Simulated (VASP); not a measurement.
# C (P6_3/mmc) in VASP: a series of runs

C is run at these levels: r2SCAN, PBE+D4, r2SCAN+rVV10; tasks: single point, relaxation of cell and atoms.

Everything below comes from runs of VASP 6.6.1. Logs are shortened: lines on timing, memory, paths and dates and some standing lists are left out, and cuts for length are marked.

## (1) The cell of the first run

It takes space group P6_3/mmc (No. 194, hexagonal). Conventional cell: a = 2.455 Å, b = 2.455 Å, c = 6.664 Å, α = 90.00°, β = 90.00°, γ = 120.00°. C (site symmetry -6m2) has 3 C at 1.42 Å within 1.9 Å. C (site symmetry -6m2) has 3 C at 1.42 Å within 1.9 Å.

## (2) Single point, r2SCAN

POSCAR reads:

```
C
1.0
    2.4553979485      0.0000000000      0.0000000000
   -1.2276989742      2.1264369998      0.0000000000
    0.0000000000      0.0000000000      6.6643944312
C
4
Direct
    0.0000000000      0.0000000000      0.2500000000
    0.0000000000      0.0000000000      0.7500000000
    0.3333333333      0.6666666667      0.2500000000
    0.6666666667      0.3333333333      0.7500000000
```

INCAR.step1 reads:

```
SYSTEM = C
PREC = Accurate ; ENCUT = 660
ISMEAR = -1 ; SIGMA = 0.02
LREAL = .False. ; LASPH = .True.
NELM = 120 ; NBANDS = 16
GGA = PE ; ALGO = Normal
EDIFF = 1E-5 ; LWAVE = .True.
LCHARG = .False. ; GGA_COMPAT = .False.
```

INCAR.step2 reads:

```
SYSTEM = C
PREC = Accurate ; ENCUT = 660
EDIFF = 1E-6 ; ISMEAR = -1
SIGMA = 0.02 ; LREAL = .False.
LASPH = .True. ; NELM = 120
ALGO = Normal ; ISIF = 2
LWAVE = .False. ; LCHARG = .False.
METAGGA = R2SCAN ; LMIXTAU = .True.
NBANDS = 16 ; ISTART = 1
GGA_COMPAT = .False.
```

KPOINTS reads:

```
Automatic mesh
0
Gamma
  12 12 4
  0 0 0
```

Potentials or basis: VASP PAW PBE potentials, release 64 (C).

Run with:

```bash
cat potpaw_PBE.64/C/POTCAR > POTCAR
cp INCAR.step1 INCAR
mpirun -np 1 vasp_std > vasp.out
cp INCAR.step2 INCAR
mpirun -np 1 vasp_std > vasp.out
```

OUTCAR:

```text
SYSTEM = C
   PREC = Accurate
   ENCUT = 660
   EDIFF = 1E-6
   ISMEAR = -1
   LREAL = .False.
   LASPH = .True.
   NELM = 120
   ISIF = 2
   METAGGA = R2SCAN
   ISTART = 1

 ion  position               nearest neighbor table
   1  0.000  0.000  0.250-   3 1.42   3 1.42   3 1.42
   2  0.000  0.000  0.750-   4 1.42   4 1.42   4 1.42
   3  0.333  0.667  0.250-   1 1.42   1 1.42   1 1.42
   4  0.667  0.333  0.750-   2 1.42   2 1.42   2 1.42

  LATTYP: Found a hexagonal cell.
 ALAT       =     2.4553979485
 C/A-ratio  =     2.7141809886

  Lattice vectors:

 A1 = (   2.4553979485,   0.0000000000,   0.0000000000)
 A2 = (  -1.2276989742,   2.1264369998,   0.0000000000)
 A3 = (   0.0000000000,   0.0000000000,   6.6643944312)

Analysis of symmetry for initial positions (statically):
=====================================================================
 Subroutine PRICEL returns:
 Original cell was already a primitive cell.

 Routine SETGRP: Setting up the symmetry group for a
 hexagonal supercell.

 Subroutine GETGRP returns: Found 24 space group operations
 (whereof 12 operations were pure point group operations)
 out of a pool of 24 trial point group operations.

The static configuration has the point symmetry D_3d.
 The point group associated with its full space group is D_6h.

Analysis of symmetry for dynamics (positions and initial velocities):
=====================================================================
 Subroutine PRICEL returns:
 Original cell was already a primitive cell.

 Routine SETGRP: Setting up the symmetry group for a
 hexagonal supercell.

 Subroutine GETGRP returns: Found 24 space group operations
 (whereof 12 operations were pure point group operations)
 out of a pool of 24 trial point group operations.

The dynamic configuration has the point symmetry D_3d.
 The point group associated with its full space group is D_6h.

 Subroutine INISYM returns: Found 24 space group operations
 (whereof 12 operations are pure point group operations),
 and found     1 'primitive' translations

----------------------------------------------------------------------------------------

                                     Primitive cell

  volume of cell :      34.7965

  direct lattice vectors                    reciprocal lattice vectors
     2.455397948  0.000000000  0.000000000     0.407265959  0.235135111  0.000000000
    -1.227698974  2.126437000  0.000000000     0.000000000  0.470270222  0.000000000
[... 92 lines left out ...]
   NSW    =      0    number of steps for IOM
   IBRION =     -1    ionic relax: 0-MD 1-quasi-New 2-CG
   NFREE  =      0    steps in history (QN), initial steepest desc. (CG)
   ISIF   =      2    stress and relaxation
   ISYM   =      2    0-nonsym 1-usesym 2-fastsym
   POTIM  = 0.5000    time-step for ionic-motion
   TEBEG  =    0.0;   TEEND  =   0.0 temperature during run
   PSTRESS=    0.0 pullay stress
   NELECT =      16.0000    total number of electrons
   NUPDOWN=      -1.0000    fix difference up-down
   EMIN   =  10.00;   EMAX   =-10.00  energy-range for DOS
   EFERMI =   0.00;   METHOD = LEGACY
   ISMEAR =    -1;   SIGMA  =   0.02  broadening in eV -4-tet -1-fermi 0-gaus
   EFERMI_NEDOS =   21; number of points for ismear=-14 and -15
   IALGO  =     38    algorithm
   IMIX   =      4    mixing-type and parameters
     AMIX     =   0.40;   BMIX     =  1.00
     AMIX_MAG =   1.60;   BMIX_MAG =  1.00
  volume/ion in A,a.u.               =       8.70        58.70
  Fermi-wavevector in a.u.,A,eV,Ry     =   1.263581  2.387822 21.723568  1.596637
  Thomas-Fermi vector in A             =   2.396931
   LORBIT       =      0    0 simple, 1 ext, 2 COOP (PROOUT), +10 PAW based schemes
   METAGGA = R2SCAN    functional components
   LHFCALC =     F    Hartree Fock is set to
   AEXX    =    0.0000 exact exchange contribution
   IVDW    =     0    specifies the selected vdW correction
   LEPSILON=     F    determine dielectric tensor
   LRPA    =     F    only Hartree local field effects (RPA)
 non-spin polarized calculation
  energy-cutoff  :      660.00
  volume of cell :       34.80
 maximum number of plane-waves:      1351
 NGX is ok and might be reduce to    24
   NGX = 11   NGY = 11   NGZ = 27

 number of electron      15.9999998 magnetization

 Free energy of the ion-electron system (eV)
  ---------------------------------------------------
  ext. energy  EPLUGINS =         0.00000000
  ---------------------------------------------------
  free energy    TOTEN  =       -39.76141976 eV

  energy without entropy =      -39.76051880  energy(sigma->0) =      -39.76096928

 E-fermi :   4.7419     XC(G=0): -11.1936

 val. band max:        4.7397403395   @ k =   0.3333   0.3333   0.2500
 cond. band min:       4.7496717140   @ k =   0.3333   0.3333   0.5000
 fundamental gap:      0.0099313745
 Fermi energy:         4.7419028877

 k-point     1 :       0.0000    0.0000    0.0000
  band No.  band energies     occupation
      1     -16.2345      2.00000
      2     -15.9217      2.00000
      3      -4.3239      2.00000
      4      -2.2399      2.00000
      5       1.5491      2.00000
      6       1.5491      2.00000
[... 433 lines left out ...]
      3      -5.5734      2.00000
      4      -5.4717      2.00000
      5      -1.4008      2.00000
      6      -1.3605      2.00000
[... 8 lines left out ...]
     15      20.8262      0.00000
     16      22.0337      0.00000

 [... further k-points ...]

------------------------ aborting loop because EDIFF is reached ----------------------------------------

  FORCE on cell =-STRESS in cart. coord.  units (eV):
  Direction    XX          YY          ZZ          XY          YZ          ZX
  --------------------------------------------------------------------------------------
  -------------------------------------------------------------------------------------
  Total        0.0929323      0.0929323      0.2666981      0.0000000      0.0000000      0.0000000
  in kB        4.2789970      4.2789970     12.2799181      0.0000000      0.0000000      0.0000000
  external PRESSURE =       6.9459707 kB  Pullay stress =       0.0000000 kB

 VOLUME and BASIS-vectors are now :
 -----------------------------------------------------------------------------
  energy-cutoff  :      660.00
  volume of cell :       34.80
      direct lattice vectors                 reciprocal lattice vectors
     2.455397948  0.000000000  0.000000000     0.407265959  0.235135111  0.000000000
    -1.227698974  2.126437000  0.000000000     0.000000000  0.470270222  0.000000000
     0.000000000  0.000000000  6.664394431     0.000000000  0.000000000  0.150051143

 POSITION                                       TOTAL-FORCE (eV/Angst)
 -----------------------------------------------------------------------------------
      0.00000      0.00000      1.66610        -0.000000     -0.000000     -0.000000
      0.00000      0.00000      4.99830         0.000000     -0.000000      0.000000
     -0.00000      1.41762      1.66610         0.000000      0.000000     -0.000000
      1.22770      0.70881      4.99830        -0.000000     -0.000000     -0.000000
 -----------------------------------------------------------------------------------
    total drift:                               -0.000000      0.000000     -0.000000

  FREE ENERGIE OF THE ION-ELECTRON SYSTEM (eV)
  ---------------------------------------------------
  free  energy   TOTEN  =       -39.7614197573 eV

  energy  without entropy=      -39.7605187970  energy(sigma->0) =      -39.76096928
```

OUTCAR.step1:

```text
SYSTEM = C
   PREC = Accurate
   ENCUT = 660
   ISMEAR = -1
   LREAL = .False.
   LASPH = .True.
[... 687 lines left out ...]
      0.00000      0.00000      4.99830        -0.000000     -0.000000      0.000000
     -0.00000      1.41762      1.66610        -0.000000      0.000000     -0.000000
      1.22770      0.70881      4.99830         0.000000     -0.000000      0.000000
 -----------------------------------------------------------------------------------
    total drift:                               -0.000000      0.000000     -0.000000

  FREE ENERGIE OF THE ION-ELECTRON SYSTEM (eV)
  ---------------------------------------------------
  free  energy   TOTEN  =       -36.8476484564 eV

  energy  without entropy=      -36.8467363705  energy(sigma->0) =      -36.84719241
```

OSZICAR.step1:

```text
N       E                     dE             d eps       ncg     rms          rms(c)
DAV:   1     0.445251292839E+02    0.44525E+02   -0.90444E+03  1824   0.111E+03
DAV:   2    -0.361741895411E+02   -0.80699E+02   -0.73492E+02  2608   0.209E+02
DAV:   3    -0.392627689166E+02   -0.30886E+01   -0.30719E+01  2368   0.379E+01
DAV:   4    -0.392877651195E+02   -0.24996E-01   -0.24986E-01  2328   0.405E+00
DAV:   5    -0.392881463207E+02   -0.38120E-03   -0.38119E-03  2280   0.475E-01    0.904E+00
DAV:   6    -0.374261371545E+02    0.18620E+01   -0.12246E+00  2160   0.710E+00    0.527E+00
DAV:   7    -0.368395231113E+02    0.58661E+00   -0.15072E+00  2224   0.799E+00    0.150E+00
DAV:   8    -0.368489974544E+02   -0.94743E-02   -0.75336E-02  2168   0.165E+00    0.364E-01
DAV:   9    -0.368474691802E+02    0.15283E-02   -0.21717E-03  2280   0.332E-01    0.100E-01
DAV:  10    -0.368476247538E+02   -0.15557E-03   -0.46979E-04  2072   0.144E-01    0.514E-02
DAV:  11    -0.368476487047E+02   -0.23951E-04   -0.32898E-05  2168   0.425E-02    0.560E-03
DAV:  12    -0.368476484564E+02    0.24832E-06   -0.91615E-07  1416   0.710E-03
   1 F= -.36847648E+02 E0= -.36847192E+02  d E =-.912086E-03
```

Wall time 1.9 min (1 thread of Intel Xeon Platinum 8259CL at 2.50GHz (Skylake/Cascade Lake), shared host); peak memory 0.18 GiB.

What came out:

- Free energy: -39.7614 eV
- Pressure: 0.7 GPa
- Band gap on the k mesh: zero (bands 8 and 9 overlap by 0.03 eV)

Caveat: the PAW data sets were made with another functional, which shifts forces and pressure a little.

## (3) Relaxation of cell and atoms, PBE+D4

This run uses another cell than the first one, of 8.85 Å³/atom.

INCAR reads:

```
  ALGO = Normal
  EDIFF = 1E-7
  EDIFFG = -0.005
  ENCUT = 600
  GGA = PE
  GGA_COMPAT = False
  IBRION = 2
  ISIF = 3
  ISMEAR = -1
  IVDW = 13
  LASPH = True
  LCHARG = False
  LREAL = False
  LWAVE = False
  NELM = 120
  NELMIN = 4
  NSW = 80
  PREC = Accurate
  SIGMA = 0.02
```

KPOINTS reads:

```
k-points
0
Gamma
  12 12 4
```

POSCAR reads:

```
C
1.0
    2.4650832226      0.0000000000      0.0000000000
   -1.2325416113      2.1348246932      0.0000000000
    0.0000000000      0.0000000000      6.7287803430
C
4
Direct
    0.0000000000      0.0000000000      0.2500000000
    0.0000000000      0.0000000000      0.7500000000
    0.3333333333      0.6666666667      0.2500000000
    0.6666666667      0.3333333333      0.7500000000
```

Potentials or basis: VASP PAW PBE potentials, release 64 (C).

Run with:

```bash
cat potpaw_PBE.64/C/POTCAR > POTCAR
mpirun -np 1 vasp_std > vasp.out
```

It took 88 s on 1 thread of Intel Xeon Platinum 8259CL at 2.50GHz (Skylake/Cascade Lake), shared host; peak memory 0.16 GiB.

It converged, with:

| Item | Value |
| --- | --- |
| Free energy | -37.5508 eV |
| Relaxed volume | 8.66 Å³/atom |
| Relaxed cell | a = 2.460 Å, b = 2.460 Å, c = 6.606 Å, α = 90.00°, β = 90.00°, γ = 120.00° |
| Space group after relaxing (to 0.1 Å) | P6_3/mmc (No. 194) |
| Energy gained by relaxing | 0.7 meV/atom |
| Ionic steps | 6 |
| Pressure after relaxing | 0.0 GPa |
| Band gap on the k mesh | zero (bands 8 and 9 overlap by 0.02 eV) |
| Dispersion energy per atom | -0.179 eV |

Stress tensor (GPa, compression positive):
```
 0.02  0.00  0.00
 0.00  0.02  0.00
 0.00  0.00 -0.09
```

The path:
```
step  energy change (eV)  largest force (eV/Å)  pressure (GPa)  volume (Å³)
   1              0.0000                0.0000           -1.78        35.41
   2              0.0038                0.0000            3.40        34.91
   3             -0.0011                0.0000           -0.17        35.25
   4             -0.0013                0.0000           -0.16        35.19
   5             -0.0020                0.0000           -0.11        35.00
   6             -0.0027                0.0000           -0.02        34.63
```

Final structure:
```
C
1.0
     2.46013    0.00000    0.00000
    -1.23007    2.13054    0.00000
     0.00000    0.00000    6.60616
C
4
Cartesian
  0.0000 0.0000 1.6515
  1.2301 2.1305 4.9546
  0.0000 1.4204 1.6515
  1.2301 0.7102 4.9546
```

Levels at points of the mesh, in eV from the Fermi level:
```csv
k point,band 5,band 6,band 7,band 8,band 9,band 10,band 11,band 12
"(0.00, 0.00, 0.00)",-3.01,-3.01,-2.98,-2.98,4.41,8.37,8.37,8.43
"(0.50, 0.00, 0.00)",-6.43,-6.36,-2.81,-2.07,1.53,2.24,7.25,7.70
"(0.00, 0.00, 0.50)",-3.00,-3.00,-3.00,-3.00,7.17,7.17,8.40,8.40
"(0.50, 0.00, 0.50)",-6.40,-6.40,-2.36,-2.36,1.66,1.66,7.47,7.47
```

## (4) Relaxation of cell and atoms, r2SCAN+rVV10

This run uses another cell than the first one, of 8.85 Å³/atom.

POSCAR is that of step 3.

INCAR.step1 reads:

```
SYSTEM = C
ALGO = Normal ; EDIFF = 1E-5
EDIFFG = -0.005 ; ENCUT = 660
GGA = PE ; GGA_COMPAT = .False.
IBRION = 2 ; ISIF = 3
ISMEAR = -1 ; LASPH = .True.
LCHARG = .False. ; LREAL = .False.
LWAVE = .True. ; NELM = 120
NELMIN = 4 ; NSW = 100
PREC = Accurate ; SIGMA = 0.02
```

INCAR.step2 reads:

```
SYSTEM = C
ALGO = Normal ; BPARAM = 11.95
CPARAM = 0.0093 ; EDIFF = 1E-7
EDIFFG = -0.005 ; ENCUT = 660
GGA_COMPAT = .False. ; IBRION = 2
ISIF = 3 ; ISMEAR = -1
ISTART = 1 ; IVDW_NL = 2
LASPH = .True. ; LCHARG = .False.
LMIXTAU = .True. ; LREAL = .False.
LUSE_VDW = .True. ; LWAVE = .False.
METAGGA = R2SCAN ; NELM = 120
NELMIN = 4 ; NSW = 80
PREC = Accurate ; SIGMA = 0.02
```

KPOINTS reads:

```
k-points
0
Gamma
  12 12 4
  0 0 0
```

Run with:

```bash
cat potpaw_PBE.64/C/POTCAR > POTCAR
cp INCAR.step1 INCAR
mpirun -np 1 vasp_std > vasp.out
cp INCAR.step2 INCAR
mpirun -np 1 vasp_std > vasp.out
```

Run time: 28 min. Hardware: 1 thread of Intel Xeon Platinum 8259CL at 2.50GHz (Skylake/Cascade Lake), shared host; peak memory 0.32 GiB.

Results (log left out):

| Quantity | Value |
| --- | --- |
| Free energy | -39.4534 eV |
| Relaxed volume | 8.60 Å³/atom |
| Relaxed cell | a = 2.456 Å, b = 2.456 Å, c = 6.584 Å, α = 90.00°, β = 90.00°, γ = 120.00° |
| Space group after relaxing (to 0.1 Å) | P6_3/mmc (No. 194) |
| Energy gained by relaxing | 1.5 meV/atom |
| Ionic steps | 10 |
| Pressure after relaxing | 0.0 GPa |
| Band gap on the k mesh | zero (bands 8 and 9 overlap by 0.03 eV) |

Step by step:
```csv
step,energy change (eV),largest force (eV/Å),pressure (GPa),volume (Å³)
1,0.0000,0.0000,-3.35,35.41
2,0.0171,0.0000,7.38,34.47
3,-0.0038,0.0000,-0.27,35.13
4,-0.0038,0.0000,-0.20,35.12
5,-0.0042,0.0000,-0.18,35.04
6,-0.0053,0.0000,-0.09,34.81
7,-0.0060,0.0000,0.10,34.35
8,-0.0060,0.0000,0.09,34.38
9,-0.0059,0.0000,-0.59,34.44
10,-0.0060,0.0000,0.00,34.39
```

Final structure:
```cif
data_structure
_symmetry_space_group_name_H-M 'P 1'
_symmetry_Int_Tables_number 1
_cell_length_a 2.4560
_cell_length_b 2.4560
_cell_length_c 6.5836
_cell_angle_alpha 90.000
_cell_angle_beta 90.000
_cell_angle_gamma 120.000
_cell_volume 34.39
loop_
_atom_site_label
_atom_site_type_symbol
_atom_site_fract_x
_atom_site_fract_y
_atom_site_fract_z
_atom_site_occupancy
C1 C 0.00000 0.00000 0.25000 1
C2 C 0.00000 0.00000 0.75000 1
C3 C 0.33333 0.66667 0.25000 1
C4 C 0.66667 0.33333 0.75000 1
```

Levels at points of the mesh, in eV from the Fermi level:
| k point | band 4 | band 5 | band 6 | band 7 | band 8 | band 9 | band 10 | band 11 | band 12 |
| --- | --- | --- | --- | --- | --- | --- | --- | --- | --- |
| (0.00, 0.00, 0.00) | -6.89 | -3.18 | -3.18 | -3.16 | -3.16 | 4.53 | 8.74 | 8.74 | 8.80 |
| (0.50, 0.00, 0.00) | -13.99 | -6.82 | -6.75 | -3.00 | -2.20 | 1.62 | 2.41 | 7.56 | 8.04 |
| (0.00, 0.00, 0.50) | -8.13 | -3.17 | -3.17 | -3.17 | -3.17 | 7.48 | 7.48 | 8.77 | 8.77 |
| (0.50, 0.00, 0.50) | -14.05 | -6.79 | -6.79 | -2.52 | -2.52 | 1.76 | 1.76 | 7.79 | 7.79 |

Caveat: the PAW data sets were made with another functional, which shifts forces and pressure a little.

## (5) The runs side by side

```tsv
task	level	cell	cutoff (eV)	gap on the mesh (eV)	pressure (GPa)	relaxed volume (Å³/atom)
single point	r2SCAN	a = 2.455, b = 2.455, c = 6.664 Å, angles 90.0, 90.0, 120.0°, 4 atoms	660	none	0.7	-
relaxation of cell and atoms	PBE+D4	relaxed from a = 2.465, b = 2.465, c = 6.729 Å, angles 90.0, 90.0, 120.0°, 4 atoms	600	none	0.0	8.66
relaxation of cell and atoms	r2SCAN+rVV10	relaxed from a = 2.465, b = 2.465, c = 6.729 Å, angles 90.0, 90.0, 120.0°, 4 atoms	660	none	0.0	8.60
```

Alike in all rows: potentials or basis VASP PAW PBE potentials, release 64 (C); no spin polarisation; k mesh 12 × 12 × 4; smearing fermi-dirac 0.02 eV.

Caveats: the PAW data sets were made with another functional, which shifts forces and pressure a little (at least some runs).

Absolute energies hang on the potentials; compare differences alone.
